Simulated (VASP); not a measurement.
# HgS in VASP: single point with PBE

Aim: the single point of HgS with PBE.

Program: VASP 6.6.1. These are calculated values, not measurements. Logs are shortened: lines on timing, memory, paths and dates and some standing lists are left out, and cuts for length are marked.

## 1. The cell of the first run

The cell holds a slab with vacuum, 10 atoms: a = 4.237 Å, b = 5.991 Å, c = 23.473 Å, α = 90.00°, β = 90.00°, γ = 90.00°.

## 2. Single point, PBE

Contents of INCAR:

```
ALGO = Normal ; EDIFF = 1E-6
ENCUT = 400 ; GGA = PE
GGA_COMPAT = F ; ISIF = 2
ISMEAR = 0 ; LASPH = T
LCHARG = T ; LELF = T
LREAL = F ; LVHAR = T
LWAVE = F ; NBANDS = 56
NELM = 120 ; NELMDL = -8
PREC = Accurate ; SIGMA = 0.1
```

Contents of KPOINTS:

```
k-points
0
Gamma
  8 6 1
```

Contents of POSCAR:

```
HgS
1.0
    4.2366241463      0.0000000000      0.0000000000
    0.0000000000      5.9914913264      0.0000000000
    0.0000000000      0.0000000000     23.4732482927
Hg S
5 5
Direct
    0.5000000000      0.5000000000      0.3195126600
    0.0000000000      0.0000000000      0.4097563300
    0.5000000000      0.5000000000      0.5000000000
    0.0000000000      0.0000000000      0.5902436700
    0.5000000000      0.5000000000      0.6804873400
    0.0000000000      0.2500000000      0.3195126600
    0.5000000000      0.7500000000      0.4097563300
    0.0000000000      0.2500000000      0.5000000000
    0.5000000000      0.7500000000      0.5902436700
    0.0000000000      0.2500000000      0.6804873400
```

Potentials or basis: VASP PAW PBE potentials, release 64 (Hg, S).

Launch:

```sh
> cat potpaw_PBE.64/Hg/POTCAR potpaw_PBE.64/S/POTCAR > POTCAR
> mpirun -np 1 vasp_std > vasp.out
```

OUTCAR:

```text
EDIFF = 1E-6
   ENCUT = 400
   GGA = PE
   ISIF = 2
   ISMEAR = 0
   LASPH = T
   LREAL = F
   NELM = 120
   NELMDL = -8
   PREC = Accurate

 ion  position               nearest neighbor table
   1  0.500  0.500  0.320-   7 2.59   6 2.59   6 2.59
   2  0.000  0.000  0.410-   6 2.59   8 2.59   7 2.59   7 2.59
   3  0.500  0.500  0.500-   7 2.59   9 2.59   8 2.59   8 2.59
   4  0.000  0.000  0.590-   8 2.59  10 2.59   9 2.59   9 2.59
   5  0.500  0.500  0.680-   9 2.59  10 2.59  10 2.59
   6  0.000  0.250  0.320-   2 2.59   1 2.59   1 2.59
   7  0.500  0.750  0.410-   1 2.59   3 2.59   2 2.59   2 2.59
   8  0.000  0.250  0.500-   2 2.59   4 2.59   3 2.59   3 2.59
   9  0.500  0.750  0.590-   3 2.59   5 2.59   4 2.59   4 2.59
  10  0.000  0.250  0.680-   4 2.59   5 2.59   5 2.59

  LATTYP: Found a simple orthorhombic cell.
 ALAT       =     4.2366241463
 B/A-ratio  =     1.4142135624
 C/A-ratio  =     5.5405548102

  Lattice vectors:

 A1 = (   4.2366241463,   0.0000000000,   0.0000000000)
 A2 = (   0.0000000000,   5.9914913264,   0.0000000000)
 A3 = (   0.0000000000,   0.0000000000,  23.4732482927)

Analysis of symmetry for initial positions (statically):
=====================================================================
 Subroutine PRICEL returns:
 Original cell was already a primitive cell.

 Routine SETGRP: Setting up the symmetry group for a
 simple orthorhombic supercell.

 Subroutine GETGRP returns: Found  4 space group operations
 (whereof  4 operations were pure point group operations)
 out of a pool of  8 trial point group operations.

The static configuration has the point symmetry C_2v.

Analysis of symmetry for dynamics (positions and initial velocities):
=====================================================================
 Subroutine PRICEL returns:
 Original cell was already a primitive cell.

 Routine SETGRP: Setting up the symmetry group for a
 simple orthorhombic supercell.

 Subroutine GETGRP returns: Found  4 space group operations
 (whereof  4 operations were pure point group operations)
 out of a pool of  8 trial point group operations.

The dynamic configuration has the point symmetry C_2v.

 Subroutine INISYM returns: Found  4 space group operations
 (whereof  4 operations are pure point group operations),
 and found     1 'primitive' translations

----------------------------------------------------------------------------------------

                                     Primitive cell

  volume of cell :     595.8378

  direct lattice vectors                    reciprocal lattice vectors
     4.236624146  0.000000000  0.000000000     0.236036987  0.000000000  0.000000000
     0.000000000  5.991491326  0.000000000     0.000000000  0.166903354  0.000000000
     0.000000000  0.000000000 23.473248293     0.000000000  0.000000000  0.042601688

  length of vectors
     4.236624146  5.991491326 23.473248293     0.236036987  0.166903354  0.042601688

  position of ions in fractional coordinates (direct lattice)
     0.500000000  0.500000000  0.319512660
     0.000000000  0.000000000  0.409756330
     0.500000000  0.500000000  0.500000000
     0.000000000  0.000000000  0.590243670
     0.500000000  0.500000000  0.680487340
     0.000000000  0.250000000  0.319512660
     0.500000000  0.750000000  0.409756330
     0.000000000  0.250000000  0.500000000
     0.500000000  0.750000000  0.590243670
     0.000000000  0.250000000  0.680487340

  ion indices of the primitive-cell ions
   primitive index   ion index
                 1           1
                 2           2
                 3           3
                 4           4
                 5           5
                 6           6
                 7           7
                 8           8
                 9           9
                10          10

----------------------------------------------------------------------------------------

 KPOINTS: k-points

Automatic generation of k-mesh.
 Grid dimensions read from file:
 generate k-points for:    8    6    1

 Generating k-lattice:

  Cartesian coordinates                     Fractional coordinates (reciprocal lattice)
     0.029504623  0.000000000  0.000000000     0.125000000  0.000000000  0.000000000
     0.000000000  0.027817226  0.000000000     0.000000000  0.166666667  0.000000000
     0.000000000  0.000000000  0.042601688     0.000000000  0.000000000  1.000000000

  Length of vectors
     0.029504623  0.027817226  0.042601688

  Shift w.r.t. Gamma in fractional coordinates (k-lattice)
     0.000000000  0.000000000  0.000000000

 Subroutine IBZKPT returns following result:
 ===========================================

 Found     20 irreducible k-points:

 Following reciprocal coordinates:
            Coordinates               Weight
  0.000000  0.000000  0.000000      1.000000
  0.125000  0.000000  0.000000      2.000000
  0.250000  0.000000  0.000000      2.000000
  0.375000  0.000000  0.000000      2.000000
  0.500000  0.000000  0.000000      1.000000
  0.000000  0.166667  0.000000      2.000000
[... 12 lines left out ...]
  0.375000  0.500000  0.000000      2.000000
  0.500000  0.500000  0.000000      1.000000
   k-points           NKPTS =     20   k-points in BZ     NKDIM =     20   number of bands    NBANDS=     56
   number of dos      NEDOS =    301   number of ions     NIONS =     10
   total plane-waves  NPLWV = 179200
   dimension x,y,z NGX =    28 NGY =   40 NGZ =  160
   dimension x,y,z NGXF=    56 NGYF=   80 NGZF=  320
   ions per type =               5   5
   NGX,Y,Z   is equivalent  to a cutoff of  10.99, 11.10, 11.33 a.u.
   NGXF,Y,Z  is equivalent  to a cutoff of  21.97, 22.20, 22.66 a.u.
 SYSTEM =  unknown system
   PREC   = accura    normal or accurate (medium, high low for compatibility)
   ISTART =      0    job   : 0-new  1-cont  2-samecut
   ICHARG =      2    charge: 1-file 2-atom 10-const
   ISPIN  =      1    spin polarized calculation?
   LNONCOLLINEAR =      F non collinear calculations
   LSORBIT =      F    spin-orbit coupling
   LASPH  =      T    aspherical Exc in radial PAW
   ENCUT  =  400.0 eV  29.40 Ry    5.42 a.u.   6.91  9.77 38.28*2*pi/ulx,y,z
   NELM   =    120;   NELMIN=  2; NELMDL= -8     # of ELM steps
   EDIFF  = 0.1E-05   stopping-criterion for ELM
   LREAL  =      F    real-space projection
   EDIFFG = 0.1E-04   stopping-criterion for IOM
   NSW    =      0    number of steps for IOM
   IBRION =     -1    ionic relax: 0-MD 1-quasi-New 2-CG
   NFREE  =      0    steps in history (QN), initial steepest desc. (CG)
   ISIF   =      2    stress and relaxation
   ISYM   =      2    0-nonsym 1-usesym 2-fastsym
   POTIM  = 0.5000    time-step for ionic-motion
   TEBEG  =    0.0;   TEEND  =   0.0 temperature during run
   PSTRESS=    0.0 pullay stress
   NELECT =      90.0000    total number of electrons
   NUPDOWN=      -1.0000    fix difference up-down
   EMIN   =  10.00;   EMAX   =-10.00  energy-range for DOS
   EFERMI =   0.00;   METHOD = LEGACY
   ISMEAR =     0;   SIGMA  =   0.10  broadening in eV -4-tet -1-fermi 0-gaus
   EFERMI_NEDOS =   21; number of points for ismear=-14 and -15
   IALGO  =     38    algorithm
   IMIX   =      4    mixing-type and parameters
     AMIX     =   0.40;   BMIX     =  1.00
     AMIX_MAG =   1.60;   BMIX_MAG =  1.00
  volume/ion in A,a.u.               =      59.58       402.09
  Fermi-wavevector in a.u.,A,eV,Ry     =   0.871859  1.647575 10.342310  0.760138
  Thomas-Fermi vector in A             =   1.991027
   LORBIT       =      0    0 simple, 1 ext, 2 COOP (PROOUT), +10 PAW based schemes
   GGA     = PE    functional components
   LHFCALC =     F    Hartree Fock is set to
   AEXX    =    0.0000 exact exchange contribution
   IVDW    =     0    specifies the selected vdW correction
   LEPSILON=     F    determine dielectric tensor
   LRPA    =     F    only Hartree local field effects (RPA)
 non-spin polarized calculation
 Gauss-broadening in eV      SIGMA  =   0.10
  energy-cutoff  :      400.00
  volume of cell :      595.84
 maximum number of plane-waves:     10874
 NGX is ok and might be reduce to    28
   NGX = 13   NGY = 19   NGZ = 77

 number of electron      90.0000031 magnetization

 Free energy of the ion-electron system (eV)
  ---------------------------------------------------
  ext. energy  EPLUGINS =         0.00000000
  ---------------------------------------------------
  free energy    TOTEN  =       -21.34799766 eV

  energy without entropy =      -21.34748094  energy(sigma->0) =      -21.34773930

 E-fermi :  -2.2150     XC(G=0):  -4.5908

 val. band max:       -2.3386105026   @ k =   0.0000   0.0000   0.0000
 cond. band min:      -2.0917836051   @ k =   0.0000   0.0000   0.0000
 fundamental gap:      0.2468268975
 Fermi energy:        -2.2150485166

 k-point     1 :       0.0000    0.0000    0.0000
  band No.  band energies     occupation
      1     -14.9851      2.00000
      2     -14.7600      2.00000
      3     -14.5017      2.00000
      4     -14.0222      2.00000
      5     -14.0191      2.00000
      6      -8.9543      2.00000
[... 48 lines left out ...]
     55       3.0792      0.00000
     56       3.4823      0.00000

 k-point     2 :       0.1250    0.0000    0.0000
  band No.  band energies     occupation
      1     -14.9455      2.00000
      2     -14.7328      2.00000
      3     -14.4933      2.00000
      4     -14.0020      2.00000
      5     -13.9998      2.00000
      6      -8.9454      2.00000
[... 48 lines left out ...]
     55       2.9669      0.00000
     56       3.0328      0.00000
[... 1001 lines left out ...]
     55       3.8386      0.00000
     56       3.8771      0.00000

 k-point    20 :       0.5000    0.5000    0.0000
  band No.  band energies     occupation
      1     -14.6454      2.00000
      2     -14.5690      2.00000
      3     -14.5036      2.00000
      4     -13.8846      2.00000
      5     -13.8789      2.00000
      6      -8.8194      2.00000
[... 48 lines left out ...]
     55       3.7518      0.00000
     56       3.9682      0.00000

------------------------ aborting loop because EDIFF is reached ----------------------------------------

  FORCE on cell =-STRESS in cart. coord.  units (eV):
  Direction    XX          YY          ZZ          XY          YZ          ZX
  --------------------------------------------------------------------------------------
  -------------------------------------------------------------------------------------
  Total       -2.4334576     -2.2533698     -0.0913545      0.0000000      0.0000000      0.0000000
  in kB       -6.5434428     -6.0591959     -0.2456474      0.0000000      0.0000000      0.0000000
  external PRESSURE =      -4.2827621 kB  Pullay stress =       0.0000000 kB

 VOLUME and BASIS-vectors are now :
 -----------------------------------------------------------------------------
  energy-cutoff  :      400.00
  volume of cell :      595.84
      direct lattice vectors                 reciprocal lattice vectors
     4.236624146  0.000000000  0.000000000     0.236036987  0.000000000  0.000000000
     0.000000000  5.991491326  0.000000000     0.000000000  0.166903354  0.000000000
     0.000000000  0.000000000 23.473248293     0.000000000  0.000000000  0.042601688

 POSITION                                       TOTAL-FORCE (eV/Angst)
 -----------------------------------------------------------------------------------
      2.11831      2.99575      7.50000         0.000000     -1.040967      0.736117
      0.00000      0.00000      9.61831        -0.000000      0.188859     -0.127547
      2.11831      2.99575     11.73662        -0.000000     -0.197347      0.000000
      0.00000      0.00000     13.85494        -0.000000      0.188859      0.127547
      2.11831      2.99575     15.97325         0.000000     -1.040967     -0.736117
      0.00000      1.49787      7.50000        -0.000000      0.558455     -0.600473
      2.11831      4.49362      9.61831        -0.000000      0.338646     -0.150385
      0.00000      1.49787     11.73662        -0.000000      0.107362      0.000000
      2.11831      4.49362     13.85494        -0.000000      0.338646      0.150385
      0.00000      1.49787     15.97325        -0.000000      0.558455      0.600473
 -----------------------------------------------------------------------------------
    total drift:                                0.000000     -0.000133     -0.000000

  FREE ENERGIE OF THE ION-ELECTRON SYSTEM (eV)
  ---------------------------------------------------
  free  energy   TOTEN  =       -21.3479976619 eV

  energy  without entropy=      -21.3474809444  energy(sigma->0) =      -21.34773930
```

It took 9 min on 1 thread of Intel Xeon Platinum 8375C at 2.90GHz (Ice Lake), shared host; peak memory 0.6 GiB.

What came out:

```yaml
Free_energy: -21.3480 eV
Largest_force: 1.275 eV/Å
Band_gap_on_the_k_mesh: 0.25 eV, direct
```

Forces in eV/Å, atoms in the order of the input:
```
Hg   0.000 -1.041  0.736
Hg   0.000  0.189 -0.128
Hg   0.000 -0.197  0.000
Hg   0.000  0.189  0.128
Hg   0.000 -1.041 -0.736
S    0.000  0.558 -0.600
S    0.000  0.339 -0.150
S    0.000  0.107  0.000
S    0.000  0.339  0.150
S    0.000  0.558  0.600
```

Caveat: spin-orbit coupling is left out, which moves the levels of the heavy elements.
